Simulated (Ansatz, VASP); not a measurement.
One calculation of ZrC, two programs

```
CELL_PARAMETERS angstrom
2.91612 0.00000 0.00000
0.00000 2.91612 0.00000
0.00000 0.00000 2.91612
ATOMIC_POSITIONS crystal
Zr 0.00000 0.00000 0.01715
C 0.50000 0.50000 0.50000
```

Alike in both runs: task single point; functional r2SCAN; k mesh 12 × 12 × 12; occupations gaussian, width 0.05 eV; no spin polarisation.

```csv
,VASP,Ansatz
version,VASP 6.6.1,Ansatz 0.2.0
potentials or method,"VASP PAW PBE potentials, release 64 (Zr_sv, C), cutoff 660 eV","scalar-relativistic, plane waves, PAW"
valence electrons in the cell,16,16
```

Ansatz gave:

* pressure (GPa): 0.2
* traceless stress, the component that is largest in VASP (GPa): -0.63
* rms of the force components (eV/Å): 0.006

**Question.** What did VASP give for the same quantities?

**Answer.** Pressure (GPa): 0.2; traceless stress, the component that is largest in VASP (GPa): -0.64; rms of the force components (eV/Å): 0.007.

VASP's potentials were made for PBE, not for r2SCAN. Atom by atom the forces differ by 0.000 eV/Å (rms over components). With one functional, cell and mesh, what is left measures potentials, basis and numerics.
